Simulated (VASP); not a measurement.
# PbO2 (P6/mmm) in VASP: a series of runs

Runs on PbO2. Level: r2SCAN. Tasks: single point, relaxation of cell and atoms.

All numbers are computed with VASP 6.6.1; they aren't measurements. Logs are shortened: lines on timing, memory, paths and dates and some standing lists are left out, and cuts for length are marked.

**1. The cell of the first run**

The structure is hexagonal, space group P6/mmm (No. 191). The conventional cell has a = 3.741 Å, b = 3.741 Å, c = 3.254 Å, α = 90.00°, β = 90.00°, γ = 120.00°. Within 3.6 Å of Pb (site symmetry 6/mmm) lie 12 O at 2.70 Å and 2 Pb at 3.25 Å. O (site symmetry -6m2) has 3 O at 2.16 Å and 6 Pb at 2.70 Å within 2.9 Å.

**2. Single point, r2SCAN**

Input file POSCAR:

```
PbO2
1.0
    3.7410404043      0.0000000000      0.0000000000
   -1.8705202022      3.2398360267      0.0000000000
    0.0000000000      0.0000000000      3.2544287222
Pb O
1 2
Direct
    0.0000000000      0.0000000000      0.0000000000
    0.3333333333      0.6666666667      0.5000000000
    0.6666666667      0.3333333333      0.5000000000
```

Input file INCAR.step1:

```
PREC = Accurate ; ENCUT = 520
ISMEAR = -1 ; SIGMA = 0.01
LREAL = F ; LASPH = T
NELM = 100 ; NBANDS = 20
GGA = PE ; ALGO = Normal
EDIFF = 1E-4 ; LWAVE = T
LCHARG = F
```

Input file INCAR.step2:

```
PREC = Accurate ; ENCUT = 520
EDIFF = 1E-7 ; ISMEAR = -1
SIGMA = 0.01 ; LREAL = F
LASPH = T ; NELM = 100
ALGO = Normal ; ISIF = 2
LWAVE = F ; LCHARG = T
METAGGA = R2SCAN ; LMIXTAU = T
LELF = T ; LVHAR = T
NBANDS = 20 ; ISTART = 1
```

Input file KPOINTS:

```
regular mesh
0
Gamma
  6 6 5
```

Potentials or basis: VASP PAW PBE potentials, release 64 (Pb_d, O).

Run with:

```bash
cat potpaw_PBE.64/Pb_d/POTCAR potpaw_PBE.64/O/POTCAR > POTCAR
cp INCAR.step1 INCAR
mpirun -np 1 vasp_std > vasp.out
cp INCAR.step2 INCAR
mpirun -np 1 vasp_std > vasp.out
```

OUTCAR:

```text
PREC = Accurate
   ENCUT = 520
   EDIFF = 1E-7
   ISMEAR = -1
   LREAL = F
   LASPH = T
   NELM = 100
   ISIF = 2
   METAGGA = R2SCAN
   ISTART = 1

 ion  position               nearest neighbor table
   1  0.000  0.000  0.000-   2 2.70   3 2.70   2 2.70   3 2.70   3 2.70   3 2.70   2 2.70   2 2.70
                             3 2.70   3 2.70   2 2.70   2 2.70
   2  0.333  0.667  0.500-   1 2.70   1 2.70   1 2.70   1 2.70   1 2.70   1 2.70
   3  0.667  0.333  0.500-   1 2.70   1 2.70   1 2.70   1 2.70   1 2.70   1 2.70

  LATTYP: Found a hexagonal cell.
 ALAT       =     3.7410404043
 C/A-ratio  =     0.8699261089

  Lattice vectors:

 A1 = (   3.7410404043,   0.0000000000,   0.0000000000)
 A2 = (  -1.8705202022,   3.2398360267,   0.0000000000)
 A3 = (   0.0000000000,   0.0000000000,   3.2544287222)

Analysis of symmetry for initial positions (statically):
=====================================================================
 Subroutine PRICEL returns:
 Original cell was already a primitive cell.

 Routine SETGRP: Setting up the symmetry group for a
 hexagonal supercell.

 Subroutine GETGRP returns: Found 24 space group operations
 (whereof 24 operations were pure point group operations)
 out of a pool of 24 trial point group operations.

The static configuration has the point symmetry D_6h.

Analysis of symmetry for dynamics (positions and initial velocities):
=====================================================================
 Subroutine PRICEL returns:
 Original cell was already a primitive cell.

 Routine SETGRP: Setting up the symmetry group for a
 hexagonal supercell.

 Subroutine GETGRP returns: Found 24 space group operations
 (whereof 24 operations were pure point group operations)
 out of a pool of 24 trial point group operations.

The dynamic configuration has the point symmetry D_6h.

 Subroutine INISYM returns: Found 24 space group operations
 (whereof 24 operations are pure point group operations),
 and found     1 'primitive' translations

----------------------------------------------------------------------------------------

                                     Primitive cell

  volume of cell :      39.4448

  direct lattice vectors                    reciprocal lattice vectors
     3.741040404  0.000000000  0.000000000     0.267305319  0.154328798  0.000000000
    -1.870520202  3.239836027  0.000000000     0.000000000  0.308657596  0.000000000
     0.000000000  0.000000000  3.254428722     0.000000000  0.000000000  0.307273591

  length of vectors
     3.741040404  3.741040404  3.254428722     0.308657596  0.308657596  0.307273591

  position of ions in fractional coordinates (direct lattice)
     0.000000000  0.000000000  0.000000000
     0.333333333  0.666666667  0.500000000
     0.666666667  0.333333333  0.500000000

  ion indices of the primitive-cell ions
   primitive index   ion index
                 1           1
                 2           2
                 3           3

----------------------------------------------------------------------------------------

 KPOINTS: regular mesh

Automatic generation of k-mesh.
 Grid dimensions read from file:
 generate k-points for:    6    6    5

 Generating k-lattice:

  Cartesian coordinates                     Fractional coordinates (reciprocal lattice)
     0.044550887  0.025721466  0.000000000     0.166666667  0.000000000  0.000000000
     0.000000000  0.051442933  0.000000000     0.000000000  0.166666667  0.000000000
     0.000000000  0.000000000  0.061454718     0.000000000  0.000000000  0.200000000

  Length of vectors
     0.051442933  0.051442933  0.061454718

  Shift w.r.t. Gamma in fractional coordinates (k-lattice)
     0.000000000  0.000000000  0.000000000

 Subroutine IBZKPT returns following result:
 ===========================================

 Found     21 irreducible k-points:

 Following reciprocal coordinates:
            Coordinates               Weight
  0.000000  0.000000  0.000000      1.000000
  0.166667  0.000000  0.000000      6.000000
  0.333333  0.000000  0.000000      6.000000
  0.500000  0.000000  0.000000      3.000000
  0.166667  0.166667  0.000000      6.000000
  0.333333  0.166667  0.000000     12.000000
[... 13 lines left out ...]
  0.333333  0.166667  0.400000     24.000000
  0.333333  0.333333  0.400000      4.000000
   k-points           NKPTS =     21   k-points in BZ     NKDIM =     21   number of bands    NBANDS=     20
   number of dos      NEDOS =    301   number of ions     NIONS =      3
   total plane-waves  NPLWV =  18816
   dimension x,y,z NGX =    28 NGY =   28 NGZ =   24
   dimension x,y,z NGXF=    56 NGYF=   56 NGZF=   48
   ions per type =               1   2
   NGX,Y,Z   is equivalent  to a cutoff of  12.44, 12.44, 12.26 a.u.
   NGXF,Y,Z  is equivalent  to a cutoff of  24.89, 24.89, 24.52 a.u.
 SYSTEM =  unknown system
   PREC   = accura    normal or accurate (medium, high low for compatibility)
   ISTART =      1    job   : 0-new  1-cont  2-samecut
   ICHARG =      0    charge: 1-file 2-atom 10-const
   ISPIN  =      1    spin polarized calculation?
   LNONCOLLINEAR =      F non collinear calculations
   LSORBIT =      F    spin-orbit coupling
   LASPH  =      T    aspherical Exc in radial PAW
   ENCUT  =  520.0 eV  38.22 Ry    6.18 a.u.   6.96  6.96  6.05*2*pi/ulx,y,z
   NELM   =    100;   NELMIN=  2; NELMDL=  0     # of ELM steps
   EDIFF  = 0.1E-06   stopping-criterion for ELM
   LREAL  =      F    real-space projection
   EDIFFG = 0.1E-05   stopping-criterion for IOM
   NSW    =      0    number of steps for IOM
   IBRION =     -1    ionic relax: 0-MD 1-quasi-New 2-CG
   NFREE  =      0    steps in history (QN), initial steepest desc. (CG)
   ISIF   =      2    stress and relaxation
   ISYM   =      2    0-nonsym 1-usesym 2-fastsym
   POTIM  = 0.5000    time-step for ionic-motion
   TEBEG  =    0.0;   TEEND  =   0.0 temperature during run
   PSTRESS=    0.0 pullay stress
   NELECT =      26.0000    total number of electrons
   NUPDOWN=      -1.0000    fix difference up-down
   EMIN   =  10.00;   EMAX   =-10.00  energy-range for DOS
   EFERMI =   0.00;   METHOD = LEGACY
   ISMEAR =    -1;   SIGMA  =   0.01  broadening in eV -4-tet -1-fermi 0-gaus
   EFERMI_NEDOS =   21; number of points for ismear=-14 and -15
   IALGO  =     38    algorithm
   IMIX   =      4    mixing-type and parameters
     AMIX     =   0.40;   BMIX     =  1.00
     AMIX_MAG =   1.60;   BMIX_MAG =  1.00
  volume/ion in A,a.u.               =      13.15        88.73
  Fermi-wavevector in a.u.,A,eV,Ry     =   1.424741  2.692370 27.618283  2.029887
  Thomas-Fermi vector in A             =   2.545200
   LORBIT       =      0    0 simple, 1 ext, 2 COOP (PROOUT), +10 PAW based schemes
   METAGGA = R2SCAN    functional components
   LHFCALC =     F    Hartree Fock is set to
   AEXX    =    0.0000 exact exchange contribution
   IVDW    =     0    specifies the selected vdW correction
   LEPSILON=     F    determine dielectric tensor
   LRPA    =     F    only Hartree local field effects (RPA)
 non-spin polarized calculation
  energy-cutoff  :      520.00
  volume of cell :       39.44
 maximum number of plane-waves:      1074
 NGX is ok and might be reduce to    28
   NGX = 13   NGY = 13   NGZ = 13

 number of electron      25.9999993 magnetization

 Free energy of the ion-electron system (eV)
  ---------------------------------------------------
  ext. energy  EPLUGINS =         0.00000000
  ---------------------------------------------------
  free energy    TOTEN  =       -68.01796474 eV

  energy without entropy =      -68.01761863  energy(sigma->0) =      -68.01779168

 E-fermi :   6.2565     XC(G=0): -12.1213

 val. band max:        6.1644253137   @ k =   0.1667   0.0000   0.4000
 cond. band min:       6.2737920390   @ k =   0.1667   0.1667   0.0000
 fundamental gap:      0.1093667254
 Fermi energy:         6.2565354751

 k-point     1 :       0.0000    0.0000    0.0000
  band No.  band energies     occupation
      1     -14.1459      2.00000
      2     -10.6193      2.00000
      3     -10.3179      2.00000
      4     -10.3179      2.00000
      5     -10.2311      2.00000
      6     -10.1462      2.00000
[... 12 lines left out ...]
     19      21.5461      0.00000
     20      22.8541      0.00000

 k-point     2 :       0.1667    0.0000    0.0000
  band No.  band energies     occupation
      1     -13.9324      2.00000
      2     -10.8516      2.00000
      3     -10.6070      2.00000
      4     -10.2792      2.00000
      5     -10.1672      2.00000
      6     -10.1497      2.00000
[... 12 lines left out ...]
     19      20.1621      0.00000
     20      22.7972      0.00000

 k-point     3 :       0.3333    0.0000    0.0000
  band No.  band energies     occupation
      1     -13.3663      2.00000
      2     -11.5419      2.00000
      3     -10.5904      2.00000
      4     -10.2085      2.00000
      5     -10.2003      2.00000
      6     -10.1566      2.00000
[... 12 lines left out ...]
     19      20.7474      0.00000
     20      22.8854      0.00000

 k-point     4 :       0.5000    0.0000    0.0000
  band No.  band energies     occupation
      1     -12.8564      2.00000
      2     -12.0587      2.00000
      3     -10.5882      2.00000
      4     -10.2287      2.00000
      5     -10.1601      2.00000
      6     -10.1599      2.00000
[... 12 lines left out ...]
     19      22.3040      0.00000
     20      23.0154      0.00000

 k-point     5 :       0.1667    0.1667    0.0000
  band No.  band energies     occupation
      1     -13.5404      2.00000
      2     -11.3438      2.00000
      3     -10.5925      2.00000
      4     -10.2151      2.00000
      5     -10.1940      2.00000
      6     -10.1591      2.00000
[... 12 lines left out ...]
     19      19.8071      0.00000
     20      22.4331      0.00000
[... 284 lines left out ...]
      6     -10.0972      2.00000
[... 12 lines left out ...]
     19      23.1356      0.00000
     20      24.0723      0.00000

 k-point    19 :       0.1667    0.1667    0.4000
  band No.  band energies     occupation
      1     -13.3606      2.00000
      2     -11.0539      2.00000
      3     -10.3003      2.00000
      4     -10.2243      2.00000
      5     -10.1516      2.00000
      6     -10.1056      2.00000
[... 12 lines left out ...]
     19      22.1137      0.00000
     20      22.8540      0.00000

 k-point    20 :       0.3333    0.1667    0.4000
  band No.  band energies     occupation
      1     -12.9550      2.00000
      2     -11.7270      2.00000
      3     -10.3076      2.00000
      4     -10.1816      2.00000
      5     -10.1349      2.00000
      6     -10.0773      2.00000
[... 12 lines left out ...]
     19      23.2068      0.00000
     20      23.8614      0.00000

 k-point    21 :       0.3333    0.3333    0.4000
  band No.  band energies     occupation
      1     -12.4158      2.00000
      2     -12.4158      2.00000
      3     -10.2330      2.00000
      4     -10.2330      2.00000
      5     -10.1176      2.00000
      6      -9.9058      2.00000
[... 12 lines left out ...]
     19      24.1612      0.00000
     20      24.1612      0.00000

------------------------ aborting loop because EDIFF is reached ----------------------------------------

  FORCE on cell =-STRESS in cart. coord.  units (eV):
  Direction    XX          YY          ZZ          XY          YZ          ZX
  --------------------------------------------------------------------------------------
  -------------------------------------------------------------------------------------
  Total        1.2525351      1.2525351      1.2778639     -0.0000000      0.0000000      0.0000000
  in kB       50.8756867     50.8756867     51.9044958     -0.0000000      0.0000000      0.0000000
  external PRESSURE =      51.2186231 kB  Pullay stress =       0.0000000 kB

 VOLUME and BASIS-vectors are now :
 -----------------------------------------------------------------------------
  energy-cutoff  :      520.00
  volume of cell :       39.44
      direct lattice vectors                 reciprocal lattice vectors
     3.741040404  0.000000000  0.000000000     0.267305319  0.154328798  0.000000000
    -1.870520202  3.239836027  0.000000000     0.000000000  0.308657596  0.000000000
     0.000000000  0.000000000  3.254428722     0.000000000  0.000000000  0.307273591

 POSITION                                       TOTAL-FORCE (eV/Angst)
 -----------------------------------------------------------------------------------
      0.00000      0.00000      0.00000        -0.000000      0.000000      0.000000
     -0.00000      2.15989      1.62721        -0.000000      0.000000      0.000000
      1.87052      1.07995      1.62721         0.000000      0.000000      0.000000
 -----------------------------------------------------------------------------------
    total drift:                               -0.000000      0.000000     -0.000000

  FREE ENERGIE OF THE ION-ELECTRON SYSTEM (eV)
  ---------------------------------------------------
  free  energy   TOTEN  =       -68.0179647384 eV

  energy  without entropy=      -68.0176186251  energy(sigma->0) =      -68.01779168
```

It took 47 s on 1 thread of Intel Xeon Platinum 8375C at 2.90GHz (Ice Lake), shared host; peak memory 0.16 GiB.

Results:

* Free energy: -68.0180 eV
* Pressure: 5.1 GPa
* Band gap on the k mesh: zero (band 13 reaches 6.39 eV, above the bottom of band 14 at 5.14 eV)

Caveat: the k points lie up to 0.39 Å⁻¹ apart; the PAW data sets were made with another functional, which shifts forces and pressure a little; spin-orbit coupling is left out, which moves the levels of the heavy elements.

**3. Single point, r2SCAN**

This run uses another cell than the first one, of 13.70 Å³/atom, 1.042 times its volume.

Input file POSCAR:

```
PbO2
1.0
    3.7852456375      0.0000000000      0.0000000000
   -1.8926228188      3.2781188816      0.0000000000
    0.0000000000      0.0000000000      3.3134252133
Pb O
1 2
Direct
    0.0000000000      0.0000000000      0.0000000000
    0.3333333333      0.6666666667      0.5000000000
    0.6666666667      0.3333333333      0.5000000000
```

Input file INCAR.step1:

```
SYSTEM = PbO2
ALGO = Normal
EDIFF = 1E-4
ENCUT = 520
GGA = PE
ISMEAR = -1
LASPH = .True.
LCHARG = .False.
LREAL = .False.
LWAVE = .True.
NBANDS = 20
NELM = 100
PREC = Accurate
SIGMA = 0.01
```

Input file INCAR.step2:

```
SYSTEM = PbO2
ALGO = Normal
EDIFF = 1E-6
ENCUT = 520
ISIF = 2
ISMEAR = -1
ISTART = 1
LASPH = .True.
LCHARG = .False.
LMIXTAU = .True.
LREAL = .False.
LWAVE = .False.
METAGGA = R2SCAN
NBANDS = 20
NELM = 100
PREC = Accurate
SIGMA = 0.01
```

Input file KPOINTS:

```
k-points
0
Gamma
  6 6 5
  0 0 0
```

Potentials or basis: VASP PAW PBE potentials, release 64 (Pb_d, O).

Run with:

```bash
cat potpaw_PBE.64/Pb_d/POTCAR potpaw_PBE.64/O/POTCAR > POTCAR
cp INCAR.step1 INCAR
mpirun -np 1 vasp_std > vasp.out
cp INCAR.step2 INCAR
mpirun -np 1 vasp_std > vasp.out
```

It took 53 s on 1 thread of Intel Xeon Platinum 8375C at 2.90GHz (Ice Lake), shared host; peak memory 0.17 GiB.

The run converged. Its results:

| Property | Result |
| --- | --- |
| Free energy | -68.0467 eV |
| Pressure | 0.1 GPa |
| Band gap on the k mesh | zero (band 13 reaches 5.91 eV, above the bottom of band 14 at 4.72 eV) |

Levels at points of the mesh, in eV from the Fermi level:
```
           k point  band 10  band 11  band 12  band 13  band 14  band 15  band 16  band 17
(0.00, 0.00, 0.00)    -3.87    -3.50    -1.30    -1.30    -0.74     8.02     8.02     9.75
(0.50, 0.00, 0.00)    -2.20    -1.69    -1.04    -0.78     0.57     2.90     7.11     8.69
```

Caveat: the k points lie up to 0.38 Å⁻¹ apart; the PAW data sets were made with another functional, which shifts forces and pressure a little; spin-orbit coupling is left out, which moves the levels of the heavy elements.

**4. Relaxation of cell and atoms, r2SCAN**

This run uses another cell than the first one, of 12.26 Å³/atom, 0.933 times its volume.

Input file POSCAR:

```
PbO2
1.0
    3.3800000000      0.0000000000      0.0000000000
   -1.6900000000      2.9271658648      0.0000000000
    0.0000000000      0.0000000000      3.7180000000
Pb O
1 2
Direct
    0.0000000000      0.0000000000      0.0000000000
    0.3333333333      0.6666666667      0.5000000000
    0.6666666667      0.3333333333      0.5000000000
```

Input file INCAR.step1:

```
SYSTEM = PbO2
  PREC = Accurate
  ENCUT = 600
  ISMEAR = -1
  SIGMA = 0.01
  LREAL = .False.
  LASPH = .True.
  NELM = 60
  GGA = PE
  ALGO = Normal
  EDIFF = 1E-4
  LWAVE = .True.
  LCHARG = .False.
```

Input file INCAR.step2:

```
SYSTEM = PbO2
  PREC = Accurate
  ENCUT = 600
  EDIFF = 1E-7
  ISMEAR = -1
  SIGMA = 0.01
  LREAL = .False.
  LASPH = .True.
  NELM = 60
  ALGO = Normal
  ISIF = 3
  LWAVE = .False.
  LCHARG = .False.
  METAGGA = R2SCAN
  LMIXTAU = .True.
  IBRION = 2
  NSW = 60
  EDIFFG = -0.01
  ISTART = 1
```

Input file KPOINTS:

```
regular mesh
0
Gamma
  6 6 5
  0 0 0
```

Run with:

```bash
cat potpaw_PBE.64/Pb_d/POTCAR potpaw_PBE.64/O/POTCAR > POTCAR
cp INCAR.step1 INCAR
mpirun -np 1 vasp_std > vasp.out
cp INCAR.step2 INCAR
mpirun -np 1 vasp_std > vasp.out
```

Run time: 6.7 min. Hardware: 1 thread of Intel Xeon Platinum 8375C at 2.90GHz (Ice Lake), shared host; peak memory 0.18 GiB.

Results (log left out):

```yaml
Free_energy: -68.0420 eV
Relaxed_volume: 13.70 Å³/atom
Relaxed_cell: a = 3.784 Å, b = 3.784 Å, c = 3.315 Å, α = 90.00°, β = 90.00°, γ = 120.00°
Space_group_after_relaxing_to_0.05_Å: P6/mmm (No. 191)
Energy_gained_by_relaxing: 345.6 meV/atom
Ionic_steps: 9
Pressure_after_relaxing: 0.0 GPa
Band_gap_on_the_k_mesh: zero (band 13 reaches 5.91 eV, above the bottom of band 14 at 4.72 eV)
```

Step by step:
| step | energy change (eV) | largest force (eV/Å) | pressure (GPa) | volume (Å³) |
| --- | --- | --- | --- | --- |
| 1 | 0.0000 | 0.0000 | 21.57 | 36.79 |
| 2 | -0.8258 | 0.0000 | -8.62 | 45.94 |
| 3 | -0.8483 | 0.0000 | -5.44 | 44.31 |
| 4 | -1.0180 | 0.0000 | -2.44 | 42.19 |
| 5 | -1.0361 | 0.0000 | -0.68 | 41.34 |
| 6 | -1.0361 | 0.0000 | -0.54 | 41.28 |
| 7 | -1.0366 | 0.0000 | 0.36 | 40.98 |
| 8 | -1.0367 | 0.0000 | 0.12 | 41.06 |
| 9 | -1.0368 | 0.0000 | 0.02 | 41.10 |

Final structure:
```cif
data_structure
_symmetry_space_group_name_H-M 'P 1'
_symmetry_Int_Tables_number 1
_cell_length_a 3.7838
_cell_length_b 3.7838
_cell_length_c 3.3147
_cell_angle_alpha 90.000
_cell_angle_beta 90.000
_cell_angle_gamma 120.000
_cell_volume 41.10
loop_
_atom_site_label
_atom_site_type_symbol
_atom_site_fract_x
_atom_site_fract_y
_atom_site_fract_z
_atom_site_occupancy
Pb1 Pb 0.00000 0.00000 0.00000 1
O1 O 0.33333 0.66667 0.50000 1
O2 O 0.66667 0.33333 0.50000 1
```

Levels at points of the mesh, in eV from the Fermi level:
```
           k point  band 11  band 12  band 13  band 14  band 15  band 16
(0.00, 0.00, 0.00)    -3.51    -1.30    -1.30    -0.74     8.03     8.03
(0.50, 0.00, 0.00)    -1.70    -1.04    -0.78     0.57     2.89     7.11
```

Caveat: the PAW data sets were made with another functional, which shifts forces and pressure a little; spin-orbit coupling is left out, which moves the levels of the heavy elements.

[end of part 1 of 2]
